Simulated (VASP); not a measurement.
# Al2O3 (R-3c) in VASP: further runs

The runs below take Al2O3 through single point, with PBEsol.

All numbers are computed with VASP 6.6.1; they aren't measurements. Logs are shortened: lines on timing, memory, paths and dates and some standing lists are left out, and cuts for length are marked.

### Step 1. The cell of the first run

It takes space group R-3c (No. 167, trigonal). Conventional cell: a = 4.884 Å, b = 4.884 Å, c = 12.428 Å, α = 90.00°, β = 90.00°, γ = 120.00°. Within 2.5 Å of Al (site symmetry 3) lie 6 O at 1.90 to 1.92 Å and 1 Al at 2.35 Å. Within 2.5 Å of O (site symmetry 2) lie 4 Al at 1.90 to 1.92 Å.

### Step 2. Single point, PBEsol (c/a of the conventional cell at fixed volume 2.5445)

Contents of INCAR:

```
SYSTEM = Al2O3
PREC = Accurate
ENCUT = 520
EDIFF = 1E-7
ISMEAR = 0
SIGMA = 0.05
LREAL = .FALSE.
LASPH = .TRUE.
NELM = 80
ALGO = Normal
ISIF = 2
LWAVE = .FALSE.
LCHARG = .FALSE.
GGA = PS
NBANDS = 35
```

Contents of KPOINTS:

```
Automatic mesh
0
G
  6 6 6
  0 0 0
```

Contents of POSCAR:

```
Al2O3
1.0
    2.4421693582      1.4099871363      4.1427332879
   -2.4421693582      1.4099871363      4.1427332879
    0.0000000000     -2.8199742727      4.1427332879
Al O
4 6
Direct
    0.8443505149      0.8443505149      0.8443505149
    0.6556494851      0.6556494851      0.6556494851
    0.1556494851      0.1556494851      0.1556494851
    0.3443505149      0.3443505149      0.3443505149
    0.0558571577      0.4441428423      0.7500000000
    0.7500000000      0.0558571577      0.4441428423
    0.4441428423      0.7500000000      0.0558571577
    0.9441428423      0.5558571577      0.2500000000
    0.2500000000      0.9441428423      0.5558571577
    0.5558571577      0.2500000000      0.9441428423
```

Potentials or basis: VASP PAW PBE potentials, release 64 (Al, O).

Run with:

```console
> cat potpaw_PBE.64/Al/POTCAR potpaw_PBE.64/O/POTCAR > POTCAR
> mpirun -np 1 vasp_std > vasp.out
```

OUTCAR:

```text
SYSTEM = Al2O3
   PREC = Accurate
   ENCUT = 520
   EDIFF = 1E-7
   ISMEAR = 0
   LREAL = .FALSE.
   LASPH = .TRUE.
   NELM = 80
   ISIF = 2
   GGA = PS

 ion  position               nearest neighbor table
   1  0.844  0.844  0.844-   7 1.90   6 1.90   5 1.90   9 1.92   8 1.92  10 1.92   2 2.35   3 2.83
                             3 2.83   3 2.83   2 3.34   2 3.34   2 3.34
   2  0.656  0.656  0.656-   6 1.90   7 1.90   5 1.90  10 1.92   8 1.92   9 1.92   1 2.35   4 2.83
                             4 2.83   4 2.83   1 3.34   1 3.34   1 3.34
   3  0.156  0.156  0.156-  10 1.90   9 1.90   8 1.90   6 1.92   5 1.92   7 1.92   4 2.35   1 2.83
                             1 2.83   1 2.83   4 3.34   4 3.34   4 3.34
   4  0.344  0.344  0.344-   9 1.90  10 1.90   8 1.90   7 1.92   5 1.92   6 1.92   3 2.35   2 2.83
                             2 2.83   2 2.83   3 3.34   3 3.34   3 3.34
   5  0.056  0.444  0.750-   1 1.90   2 1.90   3 1.92   4 1.92
   6  0.750  0.056  0.444-   2 1.90   1 1.90   3 1.92   4 1.92
   7  0.444  0.750  0.056-   1 1.90   2 1.90   4 1.92   3 1.92
   8  0.944  0.556  0.250-   3 1.90   4 1.90   1 1.92   2 1.92
   9  0.250  0.944  0.556-   4 1.90   3 1.90   1 1.92   2 1.92
  10  0.556  0.250  0.944-   3 1.90   4 1.90   2 1.92   1 1.92

  LATTYP: Found a trigonal (rhomboedric) cell.
 ALAT       =     5.0114363204
 COS(alpha) =     0.5250399092

  Lattice vectors:

 A1 = (   2.4421693582,   1.4099871363,   4.1427332879)
 A2 = (  -2.4421693582,   1.4099871363,   4.1427332879)
 A3 = (   0.0000000000,  -2.8199742727,   4.1427332879)

Analysis of symmetry for initial positions (statically):
=====================================================================
 Subroutine PRICEL returns:
 Original cell was already a primitive cell.

 Routine SETGRP: Setting up the symmetry group for a
 trigonal (rhombohedral) supercell.

 Subroutine GETGRP returns: Found 12 space group operations
 (whereof  6 operations were pure point group operations)
 out of a pool of 12 trial point group operations.

The static configuration has the point symmetry S_6 .
 The point group associated with its full space group is D_3d.

Analysis of symmetry for dynamics (positions and initial velocities):
=====================================================================
 Subroutine PRICEL returns:
 Original cell was already a primitive cell.

 Routine SETGRP: Setting up the symmetry group for a
 trigonal (rhombohedral) supercell.

 Subroutine GETGRP returns: Found 12 space group operations
 (whereof  6 operations were pure point group operations)
 out of a pool of 12 trial point group operations.

The dynamic configuration has the point symmetry S_6 .
 The point group associated with its full space group is D_3d.

 Subroutine INISYM returns: Found 12 space group operations
 (whereof  6 operations are pure point group operations),
 and found     1 'primitive' translations

----------------------------------------------------------------------------------------

                                     Primitive cell

  volume of cell :      85.5912

  direct lattice vectors                    reciprocal lattice vectors
     2.442169358  1.409987136  4.142733288     0.204736006  0.118204388  0.080462176
    -2.442169358  1.409987136  4.142733288    -0.204736006  0.118204388  0.080462176
     0.000000000 -2.819974273  4.142733288     0.000000000 -0.236408776  0.080462176

  length of vectors
     5.011436320  5.011436320  5.011436320     0.249726393  0.249726393  0.249726393

  position of ions in fractional coordinates (direct lattice)
     0.844350515  0.844350515  0.844350515
     0.655649485  0.655649485  0.655649485
     0.155649485  0.155649485  0.155649485
     0.344350515  0.344350515  0.344350515
     0.055857158  0.444142842  0.750000000
     0.750000000  0.055857158  0.444142842
     0.444142842  0.750000000  0.055857158
     0.944142842  0.555857158  0.250000000
     0.250000000  0.944142842  0.555857158
     0.555857158  0.250000000  0.944142842

  ion indices of the primitive-cell ions
[... 57 lines left out ...]

 k-point     3 :       0.3333    0.0000    0.0000
  band No.  band energies     occupation
      1     -12.7822      2.00000
      2     -11.5540      2.00000
      3     -10.7464      2.00000
      4     -10.5438      2.00000
      5     -10.4939      2.00000
      6     -10.3447      2.00000
[... 27 lines left out ...]
     34      19.1174      0.00000
     35      19.4325      0.00000

 k-point     4 :       0.5000    0.0000   -0.0000
  band No.  band energies     occupation
      1     -12.2004      2.00000
      2     -12.2004      2.00000
      3     -10.6785      2.00000
      4     -10.6785      2.00000
      5     -10.4082      2.00000
      6     -10.4082      2.00000
[... 27 lines left out ...]
     34      18.6915      0.00000
     35      19.3154      0.00000

 k-point     5 :       0.1667    0.1667    0.0000
  band No.  band energies     occupation
      1     -13.1322      2.00000
      2     -10.9334      2.00000
      3     -10.8506      2.00000
      4     -10.6179      2.00000
      5     -10.4624      2.00000
      6     -10.2968      2.00000
[... 638 lines left out ...]
 k-point    22 :      -0.1667    0.3333    0.1667
  band No.  band energies     occupation
      1     -12.4756      2.00000
      2     -11.5328      2.00000
      3     -11.0616      2.00000
      4     -10.8489      2.00000
      5     -10.4196      2.00000
      6     -10.3110      2.00000
[... 27 lines left out ...]
     34      19.2822      0.00000
     35      19.5630      0.00000

 k-point    23 :       0.5000    0.5000    0.1667
  band No.  band energies     occupation
      1     -12.2697      2.00000
      2     -11.4876      2.00000
      3     -11.2015      2.00000
      4     -11.0257      2.00000
      5     -10.5414      2.00000
      6     -10.2413      2.00000
[... 27 lines left out ...]
     34      19.2786      0.00000
     35      19.4869      0.00000

 k-point    24 :      -0.3333    0.5000    0.1667
  band No.  band energies     occupation
      1     -12.0361      2.00000
      2     -11.6371      2.00000
      3     -11.3098      2.00000
      4     -11.1122      2.00000
      5     -10.4534      2.00000
      6     -10.2480      2.00000
[... 27 lines left out ...]
     34      19.2788      0.00000
     35      19.3046      0.00000

 [... further k-points ...]

------------------------ aborting loop because EDIFF is reached ----------------------------------------

  FORCE on cell =-STRESS in cart. coord.  units (eV):
  Direction    XX          YY          ZZ          XY          YZ          ZX
  --------------------------------------------------------------------------------------
  -------------------------------------------------------------------------------------
  Total       -5.5913260     -5.5913260     15.2503510      0.0000000     -0.0000000      0.0000000
  in kB     -104.6637384   -104.6637384    285.4705224      0.0000000     -0.0000000      0.0000000
  external PRESSURE =      25.3810152 kB  Pullay stress =       0.0000000 kB

 VOLUME and BASIS-vectors are now :
 -----------------------------------------------------------------------------
  energy-cutoff  :      520.00
  volume of cell :       85.59
      direct lattice vectors                 reciprocal lattice vectors
     2.442169358  1.409987136  4.142733288     0.204736006  0.118204388  0.080462176
    -2.442169358  1.409987136  4.142733288    -0.204736006  0.118204388  0.080462176
     0.000000000 -2.819974273  4.142733288     0.000000000 -0.236408776  0.080462176

 POSITION                                       TOTAL-FORCE (eV/Angst)
 -----------------------------------------------------------------------------------
      0.00000     -0.00000     10.49376         0.000000     -0.000000      2.961188
      0.00000     -0.00000      8.14854         0.000000      0.000000     -2.961188
      0.00000     -0.00000      1.93444         0.000000      0.000000     -2.961188
      0.00000     -0.00000      4.27966         0.000000     -0.000000      2.961188
     -0.94826     -1.40999      5.17842         0.110245     -0.000000     -0.000000
      1.69521     -0.11622      5.17842        -0.055122      0.095475     -0.000000
     -0.74695      1.52621      5.17842        -0.055122     -0.095475     -0.000000
      0.94826      1.40999      7.24978        -0.110245     -0.000000     -0.000000
     -1.69521      0.11622      7.24978         0.055122     -0.095475     -0.000000
      0.74695     -1.52621      7.24978         0.055122      0.095475     -0.000000
 -----------------------------------------------------------------------------------
    total drift:                               -0.000000      0.000000     -0.000000

  FREE ENERGIE OF THE ION-ELECTRON SYSTEM (eV)
  ---------------------------------------------------
  free  energy   TOTEN  =       -77.6769033892 eV

  energy  without entropy=      -77.6769033892  energy(sigma->0) =      -77.67690339
```

Wall time 69 s (1 thread of AMD EPYC 9R45 (Zen 5), shared host); peak memory 0.24 GiB.

Results:

* Free energy: -77.6769 eV
* Pressure: 2.5 GPa
* Largest force: 2.961 eV/Å
* Band gap on the k mesh: 5.63 eV, direct

Forces in eV/Å, atoms in the order of the input:
```
Al   0.000  0.000  2.961
Al   0.000  0.000 -2.961
Al   0.000  0.000 -2.961
Al   0.000  0.000  2.961
O    0.110  0.000  0.000
O   -0.055  0.095  0.000
O   -0.055 -0.095  0.000
O   -0.110  0.000  0.000
O    0.055 -0.095  0.000
O    0.055  0.095  0.000
```

Stress tensor (GPa, compression positive):
```
-10.47   0.00   0.00
  0.00 -10.47   0.00
  0.00   0.00  28.55
```

Caveat: the PAW data sets were made with another functional, which shifts forces and pressure a little.

### Step 3. Single point, PBEsol (c/a of the conventional cell at fixed volume 3.2715)

Contents of INCAR:

```
SYSTEM = Al2O3
PREC     = Accurate       ! precision mode
ENCUT    = 520            ! plane-wave cutoff, eV
EDIFF    = 1E-7           ! SCF threshold, eV
ISMEAR   = 0              ! smearing method
SIGMA    = 0.05           ! smearing width, eV
LREAL    = .False.        ! projectors in reciprocal space
LASPH    = .True.         ! aspherical terms in the spheres
NELM     = 100            ! most SCF steps
ALGO     = Normal         ! electronic algorithm
ISIF     = 2              ! what is computed and relaxed
LWAVE    = .False.        ! write WAVECAR
LCHARG   = .False.        ! write CHGCAR
GGA      = PS             ! functional
NBANDS   = 35             ! bands
```

Contents of KPOINTS:

```
Automatic mesh
0
Gamma
  6 6 6
  0 0 0
```

Edit POSCAR of step 2 so:

```diff
@@ -2,5 +2,5 @@
 1.0
-    2.4421693582      1.4099871363      4.1427332879
-   -2.4421693582      1.4099871363      4.1427332879
-    0.0000000000     -2.8199742727      4.1427332879
+    2.2459200283      1.2966825329      4.8983515818
+   -2.2459200283      1.2966825329      4.8983515818
+    0.0000000000     -2.5933650659      4.8983515818
 Al O
```

Potentials or basis: VASP PAW PBE potentials, release 64 (Al, O).

Run with:

```console
> cat potpaw_PBE.64/Al/POTCAR potpaw_PBE.64/O/POTCAR > POTCAR
> mpirun -np 1 vasp_std > vasp.out
```

Wall time 82 s (1 thread of AMD EPYC 9R45 (Zen 5), shared host); peak memory 0.24 GiB.

It converged, with:

* Free energy: -76.1135 eV
* Pressure: 2.6 GPa
* Largest force: 0.955 eV/Å
* Band gap on the k mesh: 4.50 eV, direct

Forces in eV/Å, atoms in the order of the input:
```
Al   0.000  0.000  0.778
Al   0.000  0.000 -0.778
Al   0.000  0.000 -0.778
Al   0.000  0.000  0.778
O    0.955  0.000  0.000
O   -0.478  0.827  0.000
O   -0.478 -0.827  0.000
O   -0.955  0.000  0.000
O    0.478 -0.827  0.000
O    0.478  0.827  0.000
```

Stress tensor (GPa, compression positive):
```
 28.84   0.00   0.00
  0.00  28.84   0.00
  0.00   0.00 -49.81
```

Levels at points of the mesh, in eV from the valence-band top:
| k point | band 22 | band 23 | band 24 | band 25 | band 26 | band 27 |
| --- | --- | --- | --- | --- | --- | --- |
| (0.00, 0.00, 0.00) | -0.42 | 0.00 | 0.00 | 4.50 | 8.25 | 8.25 |
| (0.50, 0.00, 0.00) | -1.17 | -0.88 | -0.88 | 6.92 | 6.92 | 8.21 |
| (0.50, 0.50, 0.00) | -1.13 | -1.05 | -0.75 | 7.14 | 8.25 | 9.00 |
| (0.50, 0.50, 0.50) | -0.22 | -0.22 | -0.22 | 7.90 | 7.90 | 10.11 |

Caveat: the PAW data sets were made with another functional, which shifts forces and pressure a little.

### Step 4. Single point, PBEsol (c/a of the conventional cell at fixed volume 2.3627)

Contents of INCAR:

```
PREC = Accurate
ENCUT = 520
EDIFF = 1E-7
ISMEAR = 0
SIGMA = 0.05
LREAL = F
LASPH = T
NELM = 80
ALGO = Normal
ISIF = 2
LWAVE = F
LCHARG = T
GGA = PS
LELF = T
LVHAR = T
NBANDS = 35
```

Contents of KPOINTS:

```
regular mesh
0
Gamma
  6 6 6
```

Contents of POSCAR:

```
Al2O3
1.0
    2.5032663946      1.4452615268      3.9429783403
   -2.5032663946      1.4452615268      3.9429783403
    0.0000000000     -2.8905230535      3.9429783403
Al O
4 6
Direct
    0.8558773135      0.8558773135      0.8558773135
    0.6441226865      0.6441226865      0.6441226865
    0.1441226865      0.1441226865      0.1441226865
    0.3558773135      0.3558773135      0.3558773135
    0.0558571577      0.4441428423      0.7500000000
    0.7500000000      0.0558571577      0.4441428423
    0.4441428423      0.7500000000      0.0558571577
    0.9441428423      0.5558571577      0.2500000000
    0.2500000000      0.9441428423      0.5558571577
    0.5558571577      0.2500000000      0.9441428423
```

Run with:

```console
> cat potpaw_PBE.64/Al/POTCAR potpaw_PBE.64/O/POTCAR > POTCAR
> mpirun -np 1 vasp_std > vasp.out
```

Run time: 71 s. Hardware: 1 thread of Intel Xeon 6975P-C, shared host; peak memory 0.23 GiB.

Results (log left out):

| Item | Value |
| --- | --- |
| Free energy | -77.4239 eV |
| Pressure | -1.1 GPa |
| Largest force | 0.386 eV/Å |
| Band gap on the k mesh | 4.49 eV, direct |

Forces on the atoms (eV/Å):
```
Al   0.000  0.000  0.386
Al   0.000  0.000 -0.386
Al   0.000  0.000 -0.386
Al   0.000  0.000  0.386
O   -0.290  0.000  0.000
O    0.145 -0.251  0.000
O    0.145  0.251  0.000
O    0.290  0.000  0.000
O   -0.145  0.251  0.000
O   -0.145 -0.251  0.000
```

Stress tensor (GPa, compression positive):
```
-17.17   0.00   0.00
  0.00 -17.17   0.00
  0.00   0.00  30.99
```

Levels at points of the mesh, in eV from the valence-band top:
```tsv
k point	band 20	band 21	band 22	band 23	band 24	band 25	band 26	band 27	band 28	band 29
(0.00, 0.00, 0.00)	-1.14	-1.14	-1.06	-1.06	0.00	4.49	7.17	8.84	9.98	10.73
(0.50, 0.00, 0.00)	-2.00	-1.38	-1.38	-0.71	-0.71	7.36	7.36	8.64	8.64	10.01
(0.50, 0.50, 0.00)	-1.92	-1.78	-1.67	-1.06	-0.64	7.22	7.70	8.46	9.05	9.27
(0.50, 0.50, 0.50)	-2.50	-1.56	-1.56	-1.56	-1.56	6.90	6.90	9.45	9.45	10.77
```

Caveat: the PAW data sets were made with another functional, which shifts forces and pressure a little.

### Step 5. Single point, PBEsol (c/a of the conventional cell at fixed volume 2.1810)

Contents of INCAR:

```
SYSTEM = Al2O3
  PREC = Accurate
  ENCUT = 520
  EDIFF = 1E-6
  ISMEAR = 0
  SIGMA = 0.05
  LREAL = .False.
  LASPH = .True.
  NELM = 80
  ALGO = Normal
  ISIF = 2
  LWAVE = .False.
  LCHARG = .True.
  GGA = PS
  LELF = .True.
  LVHAR = .True.
  NBANDS = 35
```

Contents of KPOINTS:

```
regular mesh
0
Gamma
  6 6 6
  0 0 0
```

Contents of POSCAR:

```
Al2O3
1.0
    2.5709366441      1.4843309635      3.7381418805
   -2.5709366441      1.4843309635      3.7381418805
    0.0000000000     -2.9686619271      3.7381418805
Al O
4 6
Direct
    0.8597195797      0.8597195797      0.8597195797
    0.6402804203      0.6402804203      0.6402804203
    0.1402804203      0.1402804203      0.1402804203
    0.3597195797      0.3597195797      0.3597195797
    0.0558571577      0.4441428423      0.7500000000
    0.7500000000      0.0558571577      0.4441428423
    0.4441428423      0.7500000000      0.0558571577
    0.9441428423      0.5558571577      0.2500000000
    0.2500000000      0.9441428423      0.5558571577
    0.5558571577      0.2500000000      0.9441428423
```

Run with:

```console
> cat potpaw_PBE.64/Al/POTCAR potpaw_PBE.64/O/POTCAR > POTCAR
> mpirun -np 1 vasp_std > vasp.out
```

Run time: 74 s. Hardware: 1 thread of Intel Xeon 6975P-C, shared host; peak memory 0.23 GiB.

Results (log left out):

```yaml
Free_energy: -75.8168 eV
Pressure: -1.9 GPa
Largest_force: 0.346 eV/Å
Band_gap_on_the_k_mesh: 3.39 eV, direct
```

Forces on the atoms (eV/Å):
```
Al   0.000  0.000  0.287
Al   0.000  0.000 -0.287
Al   0.000  0.000 -0.287
Al   0.000  0.000  0.287
O   -0.346  0.000  0.000
O    0.173 -0.300  0.000
O    0.173  0.300  0.000
O    0.346  0.000  0.000
O   -0.173  0.300  0.000
O   -0.173 -0.300  0.000
```

Stress tensor (GPa, compression positive):
```
-24.62   0.00   0.00
  0.00 -24.62   0.00
  0.00   0.00  43.66
```

Levels at points of the mesh, in eV from the valence-band top:
| k point | band 21 | band 22 | band 23 | band 24 | band 25 | band 26 | band 27 | band 28 |
| --- | --- | --- | --- | --- | --- | --- | --- | --- |
| (0.00, 0.00, 0.00) | -1.21 | -1.14 | -1.14 | 0.00 | 3.39 | 6.51 | 7.31 | 9.58 |
| (0.50, 0.00, 0.00) | -1.48 | -1.48 | -0.79 | -0.79 | 6.04 | 6.04 | 7.91 | 7.91 |
| (0.50, 0.50, 0.00) | -1.93 | -1.80 | -1.17 | -0.67 | 5.97 | 6.31 | 7.41 | 7.92 |
| (0.50, 0.50, 0.50) | -1.94 | -1.94 | -1.94 | -1.94 | 6.00 | 6.00 | 8.25 | 8.25 |

Caveat: the PAW data sets were made with another functional, which shifts forces and pressure a little.

### Step 6. Summary

| cell | gap on the mesh (eV) | pressure (GPa) | largest force (eV/Å) |
| --- | --- | --- | --- |
| a = 5.011 Å, angles 58.3°, 10 atoms | 5.63 | 2.5 | 2.96 |
| a = 5.543 Å, angles 47.8°, 10 atoms | 4.50 | 2.6 | 0.96 |
| a = 4.889 Å, angles 61.6°, 10 atoms | 4.49 | -1.1 | 0.39 |
| a = 4.774 Å, angles 65.2°, 10 atoms | 3.39 | -1.9 | 0.35 |

Alike in all rows: task single point; level PBEsol; potentials or basis VASP PAW PBE potentials, release 64 (Al, O); no spin polarisation; k mesh 6 × 6 × 6; cutoff (eV) 520; smearing gaussian 0.05 eV.

Caveats: the PAW data sets were made with another functional, which shifts forces and pressure a little.

Absolute energies hang on the potentials; compare differences alone.
